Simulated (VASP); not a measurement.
Set up this calculation in VASP 6.6.1, as the native input.

```
Task                   : single point
Functional             : PBE
Potentials or basis    : VASP PAW PBE potentials, release 64 (Mg, Se)
Cutoff                 : 600 eV
k mesh                 : 4 × 4 × 4
Occupations            : gaussian, width 0.1 eV
Spin                   : no spin polarisation
Dipole correction      : no
Further INCAR settings : ALGO = Normal; EDIFF = 1e-06; NBANDS = 11
```

The structure of MgSe lies in POSCAR:

```
MgSe
1.0
    0.0000000000      2.5905845796      2.5905845796
    2.5905845796      0.0000000000      2.5905845796
    2.5905845796      2.5905845796      0.0000000000
Mg Se
1 1
Direct
    0.0000000000      0.0000000000      0.0000000000
    0.5000000000      0.5000000000      0.5000000000
```

The input as run:

INCAR

```
SYSTEM = MgSe
  PREC = Accurate
  ENCUT = 600
  EDIFF = 1E-6
  ISMEAR = 0
  SIGMA = 0.1
  LREAL = .False.
  LASPH = .True.
  NELM = 120
  ALGO = Normal
  ISIF = 2
  LWAVE = .False.
  LCHARG = .False.
  GGA = PE
  NBANDS = 11
  GGA_COMPAT = .False.
```

KPOINTS

```
regular mesh
0
Gamma
  4 4 4
  0 0 0
```

Potentials or basis: VASP PAW PBE potentials, release 64 (Mg, Se).

Run with:

```bash
$ cat potpaw_PBE.64/Mg/POTCAR potpaw_PBE.64/Se/POTCAR > POTCAR
$ mpirun -np 1 vasp_std > vasp.out
```

Results of the run:

```json
{
 "Pressure": "16.9 GPa",
 "Band gap on the k mesh": "2.02 eV, indirect (least direct gap 3.73 eV)"
}
```

Caveat: the k points lie up to 0.53 Å⁻¹ apart.

Wall time 13 s on 1 thread of Intel Xeon 8259CL, on a shared host, peak memory 0.16 GiB.
